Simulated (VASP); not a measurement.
# Ti (Im-3m) in VASP: further runs

Ti is run at these levels: r2SCAN; tasks: single point.

Everything below comes from runs of VASP 6.6.1. Logs are shortened: lines on timing, memory, paths and dates and some standing lists are left out, and cuts for length are marked.

### Step 1. The cell of the first run

The structure is cubic, space group Im-3m (No. 229). Conventional cell: a = 3.154 Å, b = 3.154 Å, c = 3.154 Å, α = 90.00°, β = 90.00°, γ = 90.00°. Within 3.6 Å of Ti (site symmetry m-3m) lie 14 Ti at 2.73 to 3.15 Å.

This isn't the form of Ti at room conditions, which is hcp.

### Step 2. Single point, r2SCAN (equal strain along all axes, cell held: -3.0 %)

Contents of POSCAR:

```
Ti
1.0
    3.1542360486      0.0000000000      0.0000000000
    0.0000000000      3.1542360486      0.0000000000
    0.0000000000      0.0000000000      3.1542360486
Ti
2
Direct
    0.0000000000      0.0000000000      0.0000000000
    0.5000000000      0.5000000000      0.5000000000
```

Contents of INCAR.step1:

```
PREC = Accurate
ENCUT = 520
ISMEAR = 0
SIGMA = 0.1
LREAL = F
LASPH = T
NELM = 60
NBANDS = 19
GGA = PE
ALGO = Normal
EDIFF = 1E-4
LWAVE = T
LCHARG = F
```

Contents of INCAR.step2:

```
PREC = Accurate
ENCUT = 520
EDIFF = 1E-6
ISMEAR = 0
SIGMA = 0.1
LREAL = F
LASPH = T
NELM = 60
ALGO = Normal
ISIF = 2
LWAVE = F
LCHARG = T
METAGGA = R2SCAN
LMIXTAU = T
LELF = T
LVHAR = T
NBANDS = 19
ISTART = 1
```

Contents of KPOINTS:

```
Automatic mesh
0
Gamma
  16 16 16
```

Potentials or basis: VASP PAW PBE potentials, release 64 (Ti_sv).

On the command line:

```bash
> cat potpaw_PBE.64/Ti_sv/POTCAR > POTCAR
> cp INCAR.step1 INCAR
> mpirun -np 1 vasp_std > vasp.out
> cp INCAR.step2 INCAR
> mpirun -np 1 vasp_std > vasp.out
```

OUTCAR:

```text
PREC = Accurate
   ENCUT = 520
   EDIFF = 1E-6
   ISMEAR = 0
   LREAL = F
   LASPH = T
   NELM = 60
   ISIF = 2
   METAGGA = R2SCAN
   ISTART = 1

 ion  position               nearest neighbor table
   1  0.000  0.000  0.000-   2 2.73   2 2.73   2 2.73   2 2.73   2 2.73   2 2.73   2 2.73   2 2.73

   2  0.500  0.500  0.500-   1 2.73   1 2.73   1 2.73   1 2.73   1 2.73   1 2.73   1 2.73   1 2.73

  LATTYP: Found a simple cubic cell.
 ALAT       =     3.1542360486

  Lattice vectors:

 A1 = (   3.1542360486,   0.0000000000,   0.0000000000)
 A2 = (   0.0000000000,   3.1542360486,   0.0000000000)
 A3 = (   0.0000000000,   0.0000000000,   3.1542360486)

Analysis of symmetry for initial positions (statically):
=====================================================================
 Subroutine PRICEL returns following result:

  LATTYP: Found a body centered cubic cell.
 ALAT       =     3.1542360486

  Lattice vectors:

 A1 = (   1.5771180243,   1.5771180243,  -1.5771180243)
 A2 = (  -1.5771180243,   1.5771180243,   1.5771180243)
 A3 = (   1.5771180243,  -1.5771180243,   1.5771180243)

   2 primitive cells build up your supercell.

 Routine SETGRP: Setting up the symmetry group for a
 simple cubic supercell.

 Subroutine GETGRP returns: Found 48 space group operations
 (whereof 48 operations were pure point group operations)
 out of a pool of 48 trial point group operations.

The static configuration has the point symmetry O_h .

Analysis of symmetry for dynamics (positions and initial velocities):
=====================================================================
 Subroutine PRICEL returns following result:

  LATTYP: Found a body centered cubic cell.
 ALAT       =     3.1542360486

  Lattice vectors:

 A1 = (   1.5771180243,   1.5771180243,  -1.5771180243)
 A2 = (  -1.5771180243,   1.5771180243,   1.5771180243)
 A3 = (   1.5771180243,  -1.5771180243,   1.5771180243)

   2 primitive cells build up your supercell.

 Routine SETGRP: Setting up the symmetry group for a
 simple cubic supercell.

 Subroutine GETGRP returns: Found 48 space group operations
 (whereof 48 operations were pure point group operations)
 out of a pool of 48 trial point group operations.

The dynamic configuration has the point symmetry O_h .

 Subroutine INISYM returns: Found 48 space group operations
 (whereof 48 operations are pure point group operations),
 and found     2 'primitive' translations

----------------------------------------------------------------------------------------

                                     Primitive cell

  volume of cell :      15.6911

  direct lattice vectors                    reciprocal lattice vectors
     1.577118024  1.577118024 -1.577118024     0.317033977  0.317033977  0.000000000
    -1.577118024  1.577118024  1.577118024    -0.000000000  0.317033977  0.317033977
     1.577118024 -1.577118024  1.577118024     0.317033977  0.000000000  0.317033977

  length of vectors
     2.731648548  2.731648548  2.731648548     0.448353751  0.448353751  0.448353751

  position of ions in fractional coordinates (direct lattice)
     0.000000000  0.000000000  0.000000000

  ion indices of the primitive-cell ions
   primitive index   ion index
                 1           1

----------------------------------------------------------------------------------------

 KPOINTS: Automatic mesh

Automatic generation of k-mesh.
 Grid dimensions read from file:
 generate k-points for:   16   16   16

 Generating k-lattice:

  Cartesian coordinates                     Fractional coordinates (reciprocal lattice)
     0.019814624  0.000000000  0.000000000     0.062500000  0.000000000  0.000000000
     0.000000000  0.019814624  0.000000000     0.000000000  0.062500000  0.000000000
     0.000000000  0.000000000  0.019814624     0.000000000  0.000000000  0.062500000

  Length of vectors
     0.019814624  0.019814624  0.019814624

  Shift w.r.t. Gamma in fractional coordinates (k-lattice)
     0.000000000  0.000000000  0.000000000

 Subroutine IBZKPT returns following result:
 ===========================================

 Found    165 irreducible k-points:

 Following reciprocal coordinates:
            Coordinates               Weight
  0.000000  0.000000  0.000000      1.000000
  0.062500  0.000000  0.000000      6.000000
  0.125000  0.000000  0.000000      6.000000
  0.187500  0.000000  0.000000      6.000000
  0.250000  0.000000  0.000000      6.000000
  0.312500  0.000000  0.000000      6.000000
[... 16 lines left out ...]
  0.437500  0.125000  0.000000     24.000000
  0.500000  0.125000  0.000000     12.000000
 [... further k-points ...]
   k-points           NKPTS =    165   k-points in BZ     NKDIM =    165   number of bands    NBANDS=     19
   number of dos      NEDOS =    301   number of ions     NIONS =      2
   total plane-waves  NPLWV =  13824
   dimension x,y,z NGX =    24 NGY =   24 NGZ =   24
   dimension x,y,z NGXF=    48 NGYF=   48 NGZF=   48
   ions per type =               2
   NGX,Y,Z   is equivalent  to a cutoff of  12.65, 12.65, 12.65 a.u.
   NGXF,Y,Z  is equivalent  to a cutoff of  25.30, 25.30, 25.30 a.u.
 SYSTEM =  unknown system
   PREC   = accura    normal or accurate (medium, high low for compatibility)
   ISTART =      1    job   : 0-new  1-cont  2-samecut
   ICHARG =      0    charge: 1-file 2-atom 10-const
   ISPIN  =      1    spin polarized calculation?
   LNONCOLLINEAR =      F non collinear calculations
   LSORBIT =      F    spin-orbit coupling
   LASPH  =      T    aspherical Exc in radial PAW
   ENCUT  =  520.0 eV  38.22 Ry    6.18 a.u.   5.86  5.86  5.86*2*pi/ulx,y,z
   NELM   =     60;   NELMIN=  2; NELMDL=  0     # of ELM steps
   EDIFF  = 0.1E-05   stopping-criterion for ELM
   LREAL  =      F    real-space projection
[... 7 lines left out ...]
   TEBEG  =    0.0;   TEEND  =   0.0 temperature during run
   PSTRESS=    0.0 pullay stress
   NELECT =      24.0000    total number of electrons
   NUPDOWN=      -1.0000    fix difference up-down
   EMIN   =  10.00;   EMAX   =-10.00  energy-range for DOS
   EFERMI =   0.00;   METHOD = LEGACY
   ISMEAR =     0;   SIGMA  =   0.10  broadening in eV -4-tet -1-fermi 0-gaus
   EFERMI_NEDOS =   21; number of points for ismear=-14 and -15
   IALGO  =     38    algorithm
   IMIX   =      4    mixing-type and parameters
     AMIX     =   0.40;   BMIX     =  1.00
     AMIX_MAG =   1.60;   BMIX_MAG =  1.00
  volume/ion in A,a.u.               =      15.69       105.89
  Fermi-wavevector in a.u.,A,eV,Ry     =   1.497101  2.829110 30.494886  2.241311
  Thomas-Fermi vector in A             =   2.609032
   LORBIT       =      0    0 simple, 1 ext, 2 COOP (PROOUT), +10 PAW based schemes
   METAGGA = R2SCAN    functional components
   LHFCALC =     F    Hartree Fock is set to
   AEXX    =    0.0000 exact exchange contribution
   IVDW    =     0    specifies the selected vdW correction
   LEPSILON=     F    determine dielectric tensor
   LRPA    =     F    only Hartree local field effects (RPA)
 non-spin polarized calculation
 Gauss-broadening in eV      SIGMA  =   0.10
  energy-cutoff  :      520.00
  volume of cell :       31.38
 maximum number of plane-waves:       876
 NGX is ok and might be reduce to    24
   NGX = 11   NGY = 11   NGZ = 11

 number of electron      23.9999990 magnetization

 Free energy of the ion-electron system (eV)
  ---------------------------------------------------
  ext. energy  EPLUGINS =         0.00000000
  ---------------------------------------------------
  free energy    TOTEN  =       -25.52319318 eV

  energy without entropy =      -25.50500510  energy(sigma->0) =      -25.51409914

 E-fermi :   9.2329     XC(G=0): -12.9308

 val. band max:        9.2301209590   @ k =   0.3750   0.1875   0.1250
 cond. band min:       9.2352666002   @ k =   0.3125   0.2500   0.1875
 fundamental gap:      0.0051456412
 Fermi energy:         9.2328789867

 k-point     1 :       0.0000    0.0000    0.0000
  band No.  band energies     occupation
      1     -49.4596      2.00000
      2     -49.1147      2.00000
      3     -24.7653      2.00000
      4     -24.7653      2.00000
      5     -24.7653      2.00000
      6     -24.1249      2.00000
[... 11 lines left out ...]
     18      13.8937      0.00000
     19      13.8937      0.00000

 k-point     2 :       0.0625    0.0000    0.0000
  band No.  band energies     occupation
      1     -49.4557      2.00000
      2     -49.1174      2.00000
      3     -24.7666      2.00000
      4     -24.7588      2.00000
      5     -24.7588      2.00000
      6     -24.1388      2.00000
[... 11 lines left out ...]
     18      13.7383      0.00000
     19      13.8556      0.00000

 k-point     3 :       0.1250    0.0000    0.0000
  band No.  band energies     occupation
      1     -49.4442      2.00000
      2     -49.1255      2.00000
      3     -24.7693      2.00000
      4     -24.7395      2.00000
      5     -24.7395      2.00000
      6     -24.1789      2.00000
[... 11 lines left out ...]
     18      13.3451      0.00000
     19      13.7435      0.00000

 k-point     4 :       0.1875    0.0000    0.0000
  band No.  band energies     occupation
      1     -49.4258      2.00000
      2     -49.1388      2.00000
      3     -24.7711      2.00000
      4     -24.7083      2.00000
      5     -24.7083      2.00000
      6     -24.2411      2.00000
[... 11 lines left out ...]
     18      12.8431      0.00000
     19      13.5637      0.00000

 k-point     5 :       0.2500    0.0000    0.0000
  band No.  band energies     occupation
      1     -49.4014      2.00000
      2     -49.1573      2.00000
      3     -24.7683      2.00000
      4     -24.6665      2.00000
      5     -24.6665      2.00000
      6     -24.3189      2.00000
[... 11 lines left out ...]
     18      12.8680      0.00000
     19      13.3261      0.00000

 k-point     6 :       0.3125    0.0000    0.0000
  band No.  band energies     occupation
      1     -49.3723      2.00000
      2     -49.1804      2.00000
      3     -24.7569      2.00000
      4     -24.6159      2.00000
      5     -24.6159      2.00000
      6     -24.4049      2.00000
[... 11 lines left out ...]
     18      13.0340      0.00000
     19      13.0431      0.00000

 k-point     7 :       0.3750    0.0000    0.0000
  band No.  band energies     occupation
      1     -49.3400      2.00000
      2     -49.2077      2.00000
      3     -24.7333      2.00000
      4     -24.5588      2.00000
      5     -24.5588      2.00000
      6     -24.4914      2.00000
[... 11 lines left out ...]
     18      12.7284      0.00000
     19      13.2022      0.00000

 k-point     8 :       0.4375    0.0000    0.0000
  band No.  band energies     occupation
      1     -49.3058      2.00000
      2     -49.2384      2.00000
      3     -24.6948      2.00000
      4     -24.5717      2.00000
      5     -24.4975      2.00000
      6     -24.4975      2.00000
[... 256 lines left out ...]
 k-point    20 :       0.2500    0.1250    0.0000
  band No.  band energies     occupation
      1     -49.3897      2.00000
      2     -49.1640      2.00000
      3     -24.8444      2.00000
      4     -24.6471      2.00000
      5     -24.5803      2.00000
      6     -24.4341      2.00000
[... 11 lines left out ...]
     18      12.7617      0.00000
     19      13.7820      0.00000

 k-point    21 :       0.3125    0.1250    0.0000
  band No.  band energies     occupation
      1     -49.3625      2.00000
      2     -49.1851      2.00000
      3     -24.8445      2.00000
      4     -24.6000      2.00000
      5     -24.5248      2.00000
      6     -24.5234      2.00000
[... 11 lines left out ...]
     18      12.9442      0.00000
     19      13.5627      0.00000

 k-point    22 :       0.3750    0.1250    0.0000
  band No.  band energies     occupation
      1     -49.3323      2.00000
      2     -49.2101      2.00000
      3     -24.8303      2.00000
      4     -24.6098      2.00000
      5     -24.5469      2.00000
      6     -24.4658      2.00000
[... 11 lines left out ...]
     18      13.1292      0.00000
     19      13.2879      0.00000

 k-point    23 :       0.4375    0.1250    0.0000
  band No.  band energies     occupation
      1     -49.3007      2.00000
      2     -49.2383      2.00000
      3     -24.7996      2.00000
      4     -24.6874      2.00000
      5     -24.4900      2.00000
      6     -24.4053      2.00000
[... 11 lines left out ...]
     18      12.9783      0.00000
     19      13.3301      0.00000

 k-point    24 :       0.5000    0.1250    0.0000
  band No.  band energies     occupation
      1     -49.2689      2.00000
      2     -49.2689      2.00000
      3     -24.7516      2.00000
      4     -24.7516      2.00000
      5     -24.4317      2.00000
      6     -24.4317      2.00000
[... 11 lines left out ...]
     18      12.6514      0.00000
     19      13.5977      0.00000

 [... further k-points ...]
[... 5 lines left out ...]
  --------------------------------------------------------------------------------------
  -------------------------------------------------------------------------------------
  Total        2.4104134      2.4104134      2.4104134     -0.0000000     -0.0000000      0.0000000
  in kB      123.0607474    123.0607474    123.0607474     -0.0000000     -0.0000000      0.0000000
  external PRESSURE =     123.0607474 kB  Pullay stress =       0.0000000 kB

 VOLUME and BASIS-vectors are now :
 -----------------------------------------------------------------------------
  energy-cutoff  :      520.00
  volume of cell :       31.38
      direct lattice vectors                 reciprocal lattice vectors
     3.154236049  0.000000000  0.000000000     0.317033977  0.000000000  0.000000000
     0.000000000  3.154236049  0.000000000     0.000000000  0.317033977  0.000000000
     0.000000000  0.000000000  3.154236049     0.000000000  0.000000000  0.317033977

 POSITION                                       TOTAL-FORCE (eV/Angst)
 -----------------------------------------------------------------------------------
      0.00000      0.00000      0.00000        -0.000000     -0.000000     -0.000000
      1.57712      1.57712      1.57712         0.000000      0.000000      0.000000
 -----------------------------------------------------------------------------------
    total drift:                                0.000000      0.000000     -0.000000

  FREE ENERGIE OF THE ION-ELECTRON SYSTEM (eV)
  ---------------------------------------------------
  free  energy   TOTEN  =       -25.5231931786 eV

  energy  without entropy=      -25.5050050983  energy(sigma->0) =      -25.51409914
```

Wall time 5.1 min (1 thread of Intel Xeon 8259CL, shared host); peak memory 0.2 GiB.

Results:

- Free energy: -25.5232 eV
- Pressure: 12.3 GPa
- Band gap on the k mesh: zero (bands 12 and 13 overlap by 1.95 eV)

Levels at points of the mesh, in eV from the Fermi level:
```
           k point  band 8  band 9  band 10  band 11  band 12  band 13  band 14  band 15  band 16  band 17
(0.00, 0.00, 0.00)  -33.36   -6.53    -2.66    -2.66     1.24     1.24     1.24     3.26     3.26     4.66
(0.50, 0.00, 0.00)  -33.67   -2.89    -2.89    -0.10    -0.10     1.56     1.56     1.56     1.56     2.83
(0.50, 0.50, 0.00)  -33.37   -2.85    -2.85    -0.45    -0.45     1.33     1.33     3.30     3.30     3.69
(0.50, 0.50, 0.50)  -33.84   -0.70    -0.70    -0.70    -0.70    -0.70    -0.70     3.77     3.77     3.77
```

Caveat: the cell differs from its parent crystal (equal strain along all axes, cell held: -3.0 %); the cell stands under pressure; the PAW data sets were made with another functional, which shifts forces and pressure a little.

### Step 3. Single point, r2SCAN (equal strain along all axes, cell held: -2.0 %)

Contents of POSCAR:

```
Ti
1.0
    3.1867539460      0.0000000000      0.0000000000
    0.0000000000      3.1867539460      0.0000000000
    0.0000000000      0.0000000000      3.1867539460
Ti
2
Direct
    0.0000000000      0.0000000000      0.0000000000
    0.5000000000      0.5000000000      0.5000000000
```

Contents of INCAR.step1:

```
SYSTEM = Ti
PREC = Accurate ; ENCUT = 520
ISMEAR = 0 ; SIGMA = 0.1
LREAL = .False. ; LASPH = .True.
NELM = 100 ; NBANDS = 19
GGA = PE ; ALGO = Normal
EDIFF = 1E-4 ; LWAVE = .True.
LCHARG = .False.
```

Contents of INCAR.step2:

```
SYSTEM = Ti
PREC = Accurate ; ENCUT = 520
EDIFF = 1E-7 ; ISMEAR = 0
SIGMA = 0.1 ; LREAL = .False.
LASPH = .True. ; NELM = 100
ALGO = Normal ; ISIF = 2
LWAVE = .False. ; LCHARG = .True.
METAGGA = R2SCAN ; LMIXTAU = .True.
LELF = .True. ; LVHAR = .True.
NBANDS = 19 ; ISTART = 1
```

Contents of KPOINTS:

```
regular mesh
0
Gamma
  16 16 16
  0 0 0
```

Potentials or basis: VASP PAW PBE potentials, release 64 (Ti_sv).

On the command line:

```bash
> cat potpaw_PBE.64/Ti_sv/POTCAR > POTCAR
> cp INCAR.step1 INCAR
> mpirun -np 1 vasp_std > vasp.out
> cp INCAR.step2 INCAR
> mpirun -np 1 vasp_std > vasp.out
```

Run time: 5.9 min. Hardware: 1 thread of Intel Xeon 8259CL, shared host; peak memory 0.21 GiB.

Results (log left out):

```yaml
Free_energy: -25.5856 eV
Pressure: 7.9 GPa
Band_gap_on_the_k_mesh: zero (bands 12 and 13 overlap by 1.91 eV)
```

Levels at points of the mesh, in eV from the Fermi level:
```csv
k point,band 8,band 9,band 10,band 11,band 12,band 13,band 14,band 15,band 16,band 17
"(0.00, 0.00, 0.00)",-33.47,-6.48,-2.54,-2.54,1.21,1.21,1.21,3.15,3.15,4.49
"(0.50, 0.00, 0.00)",-33.75,-2.90,-2.90,-0.06,-0.06,1.51,1.51,1.51,1.51,2.74
"(0.50, 0.50, 0.00)",-33.48,-2.77,-2.77,-0.41,-0.41,1.20,1.20,3.18,3.18,3.57
"(0.50, 0.50, 0.50)",-33.90,-0.69,-0.69,-0.69,-0.69,-0.69,-0.69,3.64,3.64,3.64
```

Caveat: the cell differs from its parent crystal (equal strain along all axes, cell held: -2.0 %); the cell stands under pressure; the PAW data sets were made with another functional, which shifts forces and pressure a little.

[end of part 1 of 2]
